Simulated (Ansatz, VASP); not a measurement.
Two plane-wave programs on CO2

```
C O
1.0
     6.05774    0.00000   -0.22717
     0.00000    6.05774    0.00000
    -0.22717    0.00000    6.11831
C O
4 8
Direct
  0.00000 0.00000 0.00000
  0.50000 0.00000 0.50000
  0.50000 0.50000 0.00000
  0.00000 0.50000 0.50000
  0.11148 0.11148 0.11148
  0.38852 0.88852 0.61148
  0.61148 0.38852 0.88852
  0.88852 0.61148 0.38852
  0.88852 0.88852 0.88852
  0.61148 0.11148 0.38852
  0.38852 0.61148 0.11148
  0.11148 0.38852 0.61148
```

Change from the starting cell: engineering shear strain xz -0.0750, normal strain along z +0.0100.

Alike in both runs: task single point; functional PBE; k mesh 4 × 4 × 4; occupations gaussian, width 0.05 eV; no spin polarisation.

```csv
,VASP,Ansatz
version,VASP 6.6.1,Ansatz 0.2.0
potentials or method,"VASP PAW PBE potentials, release 64 (C, O), cutoff 520 eV","scalar-relativistic, plane waves, PAW"
valence electrons in the cell,64,64
```

|  | VASP | Ansatz | Ansatz less VASP |
| --- | --- | --- | --- |
| gap on the k mesh at the Fermi level (eV) | 6.55 | 6.56 | +0.017 |
| least direct gap on the mesh (eV) | 6.55 | 6.56 | +0.017 |
| pressure (GPa) | 0.8 | -0.4 | -1.19 |
| traceless stress, the component that is largest in VASP (GPa) | 6.94 | 6.72 | -0.223 |
| rms of the force components (eV/Å) | 1.463 | 1.380 | -0.0827 |

Atom by atom the forces differ by 0.307 eV/Å (rms over components). With one functional, cell and mesh, what is left measures potentials, basis and numerics.

Noted on VASP's run: the standard files for N, O and F lose accuracy on very short bonds.
